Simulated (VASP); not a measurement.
CdF2:

```
CELL_PARAMETERS angstrom
0.00000 2.64161 2.64161
2.64161 0.00000 2.64161
2.64161 2.64161 0.00000
ATOMIC_POSITIONS crystal
Cd 0.00000 0.00000 0.00000
F 0.25000 0.25000 0.25000
F 0.75000 0.75000 0.75000
```

This cell differs from its parent crystal: volume scaled by 0.96.

Base run:

| Quantity | Value |
| --- | --- |
| Program | VASP 6.6.1 |
| Functional | PBEsol |
| Dispersion | D3(BJ) |
| Potentials or basis | VASP PAW PBE potentials, release 64 (Cd_sv_GW, F) |
| Cutoff | 600 eV |
| k mesh | 8 × 8 × 8 |
| Occupations | gaussian, width 0.05 eV |
| Spin | no spin polarisation |

Its results: band gap on the k mesh 3.12 eV, indirect (least direct gap 3.53 eV); pressure 4.4 GPa.

Task: The run is repeated on the same cell with these changes: potentials or basis from VASP PAW PBE potentials, release 64 (Cd_sv_GW, F) to VASP PAW PBE potentials, release 64 (Cd, F); cutoff from 600 eV to 520 eV; further incar settings from ALGO = Normal; EDIFF = 1e-06; NBANDS = 24 to ALGO = Normal; EDIFF = 1e-07; NBANDS = 20; valence electrons from 34 to 26. What comes out?

Result: Band gap on the k mesh 3.10 eV, indirect (least direct gap 3.51 eV); pressure 6.2 GPa.

Caveats: the PAW data sets were made with another functional, which shifts forces and pressure a little.

A k mesh can miss the band edges.
